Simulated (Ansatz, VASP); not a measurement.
One calculation of Al5P2, two programs

```
CELL_PARAMETERS angstrom
3.85000 0.00000 0.00000
0.00000 3.85000 0.00000
0.00000 0.00000 8.60000
ATOMIC_POSITIONS crystal
Al 0.00000 0.00000 0.00000
Al 0.50000 0.50000 0.71000
Al 0.50000 0.50000 0.29000
Al 0.50000 0.00000 0.50000
Al 0.00000 0.50000 0.50000
P 0.50000 0.00000 0.14500
P 0.00000 0.50000 0.85500
```

Alike in both runs: task relaxation of cell and atoms; functional PBE; k mesh 4 × 4 × 2; occupations gaussian, width 0.2 eV; no spin polarisation.

```csv
,VASP,Ansatz
version,VASP 6.6.1,Ansatz 0.2.0
potentials or method,"VASP PAW PBE potentials, release 64 (Al, P), cutoff 600 eV","scalar-relativistic, plane waves, PAW"
valence electrons in the cell,25,25
```

VASP gave:

```
gap on the k mesh at the Fermi level, each at its own relaxed structure (eV) : none
relaxed volume (Å³/atom)                                                     : 20.73
relaxed cell length with the largest relative difference (Å)                 : 10.111
```

Question: Estimate Ansatz's values.

Answer: gap on the k mesh at the Fermi level, each at its own relaxed structure (eV): none; relaxed volume (Å³/atom): 20.75; relaxed cell length with the largest relative difference (Å): 10.041.

A gap of «none» marks a metal or a gap that the smearing closes.

The k mesh is coarse, so the values compare programs but aren't converged.
